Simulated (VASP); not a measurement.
# Sb (Im-3m) in VASP: further runs, part 2 of 2

VASP 6.6.1.

## 3. Relaxation of cell and atoms, LDA

This run uses another cell than the first one, of 30.12 Å³/atom, 1.182 times its volume.

INCAR reads:

```
  PREC = Accurate
  ENCUT = 600
  EDIFF = 1E-6
  ISMEAR = -1
  SIGMA = 0.05
  LREAL = F
  LASPH = T
  NELM = 80
  ALGO = Normal
  ISIF = 3
  LWAVE = F
  LCHARG = F
  IBRION = 2
  NSW = 80
  EDIFFG = -0.03
```

KPOINTS reads:

```
regular mesh
0
Gamma
  9 9 9
```

POSCAR reads:

```
Sb
1.0
    1.9600000000      1.9600000000      1.9600000000
   -1.9600000000      1.9600000000      1.9600000000
   -1.9600000000     -1.9600000000      1.9600000000
Sb
1
Direct
    0.0000000000      0.0000000000      0.0000000000
```

Potentials or basis: VASP PAW LDA potentials, release 64 (Sb).

On the command line:

```sh
$ cat potpaw_LDA.64/Sb/POTCAR > POTCAR
$ mpirun -np 1 vasp_std > vasp.out
```

OUTCAR:

```text
PREC = Accurate
   ENCUT = 600
   EDIFF = 1E-6
   ISMEAR = -1
   LREAL = F
   LASPH = T
   NELM = 80
   ISIF = 3
   IBRION = 2
   NSW = 80
   EDIFFG = -0.03

 ion  position               nearest neighbor table
   1  0.000  0.000  0.000-

  LATTYP: Found a body centered cubic cell.
 ALAT       =     3.9200000000

  Lattice vectors:

 A1 = (   1.9600000000,  -1.9600000000,  -1.9600000000)
 A2 = (   1.9600000000,   1.9600000000,   1.9600000000)
 A3 = (  -1.9600000000,  -1.9600000000,   1.9600000000)

Analysis of symmetry for initial positions (statically):
=====================================================================
 Subroutine PRICEL returns:
 Original cell was already a primitive cell.

 Routine SETGRP: Setting up the symmetry group for a
 body centered cubic supercell.

 Subroutine GETGRP returns: Found 48 space group operations
 (whereof 48 operations were pure point group operations)
 out of a pool of 48 trial point group operations.

The static configuration has the point symmetry O_h .

Analysis of symmetry for dynamics (positions and initial velocities):
=====================================================================
 Subroutine PRICEL returns:
 Original cell was already a primitive cell.

 Routine SETGRP: Setting up the symmetry group for a
 body centered cubic supercell.

 Subroutine GETGRP returns: Found 48 space group operations
 (whereof 48 operations were pure point group operations)
 out of a pool of 48 trial point group operations.

The dynamic configuration has the point symmetry O_h .

 Subroutine INISYM returns: Found 48 space group operations
 (whereof 48 operations are pure point group operations),
 and found     1 'primitive' translations

----------------------------------------------------------------------------------------

                                     Primitive cell

  volume of cell :      30.1181

  direct lattice vectors                    reciprocal lattice vectors
     1.960000000  1.960000000  1.960000000     0.255102041  0.000000000  0.255102041
    -1.960000000  1.960000000  1.960000000    -0.255102041  0.255102041  0.000000000
    -1.960000000 -1.960000000  1.960000000     0.000000000 -0.255102041  0.255102041

  length of vectors
     3.394819583  3.394819583  3.394819583     0.360768766  0.360768766  0.360768766

  position of ions in fractional coordinates (direct lattice)
     0.000000000  0.000000000  0.000000000

  ion indices of the primitive-cell ions
   primitive index   ion index
                 1           1

----------------------------------------------------------------------------------------

 KPOINTS: regular mesh

Automatic generation of k-mesh.
 Grid dimensions read from file:
 generate k-points for:    9    9    9

 Generating k-lattice:

  Cartesian coordinates                     Fractional coordinates (reciprocal lattice)
     0.028344671  0.000000000  0.028344671     0.111111111  0.000000000  0.000000000
    -0.028344671  0.028344671  0.000000000     0.000000000  0.111111111  0.000000000
     0.000000000 -0.028344671  0.028344671     0.000000000  0.000000000  0.111111111

  Length of vectors
     0.040085418  0.040085418  0.040085418

  Shift w.r.t. Gamma in fractional coordinates (k-lattice)
     0.000000000  0.000000000  0.000000000

 Subroutine IBZKPT returns following result:
 ===========================================

 Found     35 irreducible k-points:

 Following reciprocal coordinates:
            Coordinates               Weight
  0.000000  0.000000  0.000000      1.000000
  0.111111  0.000000  0.000000     12.000000
  0.222222  0.000000  0.000000     12.000000
  0.333333  0.000000  0.000000     12.000000
  0.444444  0.000000  0.000000     12.000000
  0.222222  0.111111  0.000000     24.000000
[... 16 lines left out ...]
  0.111111 -0.444444  0.111111     24.000000
  0.222222 -0.444444  0.111111     24.000000
 [... further k-points ...]
   k-points           NKPTS =     35   k-points in BZ     NKDIM =     35   number of bands    NBANDS=      6
   number of dos      NEDOS =    301   number of ions     NIONS =      1
   total plane-waves  NPLWV =  21952
   dimension x,y,z NGX =    28 NGY =   28 NGZ =   28
   dimension x,y,z NGXF=    56 NGYF=   56 NGZF=   56
   ions per type =               1
   NGX,Y,Z   is equivalent  to a cutoff of  13.71, 13.71, 13.71 a.u.
   NGXF,Y,Z  is equivalent  to a cutoff of  27.42, 27.42, 27.42 a.u.
 SYSTEM =  unknown system
   PREC   = accura    normal or accurate (medium, high low for compatibility)
   ISTART =      0    job   : 0-new  1-cont  2-samecut
   ICHARG =      2    charge: 1-file 2-atom 10-const
   ISPIN  =      1    spin polarized calculation?
   LNONCOLLINEAR =      F non collinear calculations
   LSORBIT =      F    spin-orbit coupling
   LASPH  =      T    aspherical Exc in radial PAW
   ENCUT  =  600.0 eV  44.10 Ry    6.64 a.u.   6.78  6.78  6.78*2*pi/ulx,y,z
   NELM   =     80;   NELMIN=  2; NELMDL= -5     # of ELM steps
   EDIFF  = 0.1E-05   stopping-criterion for ELM
   LREAL  =      F    real-space projection
   EDIFFG = -.3E-01   stopping-criterion for IOM
   NSW    =     80    number of steps for IOM
   IBRION =      2    ionic relax: 0-MD 1-quasi-New 2-CG
   NFREE  =      1    steps in history (QN), initial steepest desc. (CG)
   ISIF   =      3    stress and relaxation
   ISYM   =      2    0-nonsym 1-usesym 2-fastsym
   POTIM  = 0.5000    time-step for ionic-motion
   TEBEG  =    0.0;   TEEND  =   0.0 temperature during run
   PSTRESS=    0.0 pullay stress
   NELECT =       5.0000    total number of electrons
   NUPDOWN=      -1.0000    fix difference up-down
   EMIN   =  10.00;   EMAX   =-10.00  energy-range for DOS
   EFERMI =   0.00;   METHOD = LEGACY
   ISMEAR =    -1;   SIGMA  =   0.05  broadening in eV -4-tet -1-fermi 0-gaus
   EFERMI_NEDOS =   21; number of points for ismear=-14 and -15
   IALGO  =     38    algorithm
   IMIX   =      4    mixing-type and parameters
     AMIX     =   0.40;   BMIX     =  1.00
     AMIX_MAG =   1.60;   BMIX_MAG =  1.00
  volume/ion in A,a.u.               =      30.12       203.25
  Fermi-wavevector in a.u.,A,eV,Ry     =   0.899751  1.700282 11.014610  0.809551
  Thomas-Fermi vector in A             =   2.022623
   LORBIT       =      0    0 simple, 1 ext, 2 COOP (PROOUT), +10 PAW based schemes
   GGA     = CA    functional components
   LHFCALC =     F    Hartree Fock is set to
   AEXX    =    0.0000 exact exchange contribution
   IVDW    =     0    specifies the selected vdW correction
   LEPSILON=     F    determine dielectric tensor
   LRPA    =     F    only Hartree local field effects (RPA)
 conjugate gradient relaxation of ions
 non-spin polarized calculation
  energy-cutoff  :      600.00
  volume of cell :       30.12
 maximum number of plane-waves:      1016
   NGX = 13   NGY = 13   NGZ = 13

--------------------------------------- Ionic step        1  -------------------------------------------

 number of electron       5.0000000 magnetization

 Free energy of the ion-electron system (eV)
  ---------------------------------------------------
  ext. energy  EPLUGINS =         0.00000000
  ---------------------------------------------------
  free energy    TOTEN  =        -4.50377857 eV

  energy without entropy =       -4.49781167  energy(sigma->0) =       -4.50079512

 E-fermi :   7.0702     XC(G=0):  -9.8985

 val. band max:        7.0585835232   @ k =   0.2222   0.2222   0.2222
 cond. band min:       7.1422972439   @ k =   0.2222   0.0000   0.0000
 fundamental gap:      0.0837137207
 Fermi energy:         7.0701826857

 k-point     1 :       0.0000    0.0000    0.0000
  band No.  band energies     occupation
      1      -5.1201      2.00000
      2      11.4991      0.00000
      3      11.4991      0.00000
      4      11.4991      0.00000
      5      16.8545      0.00000
      6      16.8545      0.00000
[... 499 lines left out ...]
  energy  without entropy=       -4.6102806115  energy(sigma->0) =       -4.61116547

--------------------------------------- Ionic step        3  -------------------------------------------

 number of electron       5.0000000 magnetization

 Free energy of the ion-electron system (eV)
  ---------------------------------------------------
  ext. energy  EPLUGINS =         0.00000000
  ---------------------------------------------------
  free energy    TOTEN  =        -4.64710246 eV

  energy without entropy =       -4.64491034  energy(sigma->0) =       -4.64600640

 E-fermi :   9.1771     XC(G=0): -10.5986

 val. band max:        9.0281863600   @ k =   0.2222  -0.3333   0.1111
 cond. band min:       9.3240768081   @ k =   0.3333   0.2222   0.2222
 fundamental gap:      0.2958904480
 Fermi energy:         9.1770571254

 k-point     1 :       0.0000    0.0000    0.0000
  band No.  band energies     occupation
      1      -4.2342      2.00000
      2      14.8595      0.00000
      3      14.8595      0.00000
      4      14.8595      0.00000
      5      19.5359      0.00000
      6      19.5359      0.00000
[... 235 lines left out ...]
  FREE ENERGIE OF THE ION-ELECTRON SYSTEM (eV)
  ---------------------------------------------------
  free  energy   TOTEN  =        -4.6471024605 eV

  energy  without entropy=       -4.6449103371  energy(sigma->0) =       -4.64600640

 reached required accuracy - stopping structural energy minimisation
```

Run time: 15 s. Hardware: 1 thread of AMD EPYC 7R13, shared host; peak memory 0.12 GiB.

What came out:

| Quantity | Value |
| --- | --- |
| Free energy | -4.6471 eV |
| Relaxed volume | 25.54 Å³/atom |
| Relaxed cell | a = 3.213 Å, b = 3.213 Å, c = 3.213 Å, α = 70.53°, β = 109.47°, γ = 70.53° |
| Space group after relaxing (to 0.05 Å) | Im-3m (No. 229) |
| Energy gained by relaxing | 143.3 meV/atom |
| Ionic steps | 3 |
| Pressure after relaxing | 0.0 GPa |

Step by step:
| step | energy change (eV) | largest force (eV/Å) | pressure (GPa) | volume (Å³) |
| --- | --- | --- | --- | --- |
| 1 | 0.0000 | 0.0000 | -8.41 | 30.12 |
| 2 | -0.1083 | 0.0000 | 6.69 | 23.74 |
| 3 | -0.1433 | 0.0000 | 0.00 | 25.54 |

Final structure:
```cif
data_structure
_symmetry_space_group_name_H-M 'P 1'
_symmetry_Int_Tables_number 1
_cell_length_a 3.2131
_cell_length_b 3.2131
_cell_length_c 3.2131
_cell_angle_alpha 70.529
_cell_angle_beta 109.471
_cell_angle_gamma 70.529
_cell_volume 25.54
loop_
_atom_site_label
_atom_site_type_symbol
_atom_site_fract_x
_atom_site_fract_y
_atom_site_fract_z
_atom_site_occupancy
Sb1 Sb 0.00000 0.00000 0.00000 1
```

Levels at points of the mesh, in eV from the Fermi level:
```tsv
k point	band 1	band 2	band 3	band 4	band 5	band 6
(0.00, 0.00, 0.00)	-13.41	5.68	5.68	5.68	10.36	10.36
```

Caveat: the volume moved by over 15 % at a fixed basis, so the end points are rough; spin-orbit coupling is left out, which moves the levels of the heavy elements.
